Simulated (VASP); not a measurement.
A run of VASP 6.6.1:

INCAR

```
PREC = Accurate
ENCUT = 520
EDIFF = 1E-7
ISMEAR = 0
SIGMA = 0.1
LREAL = F
LASPH = T
NELM = 80
ALGO = Fast
ISIF = 2
LWAVE = F
LCHARG = F
GGA = PE
NBANDS = 22
```

KPOINTS

```
regular mesh
0
Gamma
  6 6 4
```

Contents of POSCAR:

```
Li
1.0
    5.7493259000      0.0000000000      0.0000000000
   -2.8746629000      4.9790623000      0.0000000000
    0.0000000000      0.0000000000      5.6702110000
Li
8
Direct
    0.5026670000      0.0000000000      0.7500000000
    0.0000000000      0.5026670000      0.7500000000
    0.4973330000      0.4973330000      0.7500000000
    0.4973330000      0.0000000000      0.2500000000
    0.0000000000      0.4973330000      0.2500000000
    0.5026670000      0.5026670000      0.2500000000
    0.0000000000      0.0000000000      0.5000000000
    0.0000000000      0.0000000000      0.0000000000
```

Potentials or basis: VASP PAW PBE potentials, release 64 (Li_sv).

Launch:

```sh
$ cat potpaw_PBE.64/Li_sv/POTCAR > POTCAR
$ mpirun -np 1 vasp_std > vasp.out
```

Hardware: 1 thread of Intel(R) Xeon(R) 6975P-C (Granite Rapids), with other jobs on the host.

**Question.** How long does it take, and how much memory?

**Answer.** Run time: 110 s on 1 thread of Intel(R) Xeon(R) 6975P-C (Granite Rapids), on a shared host, peak memory 0.29 GiB. Counts: scf iterations 22, k points 21.
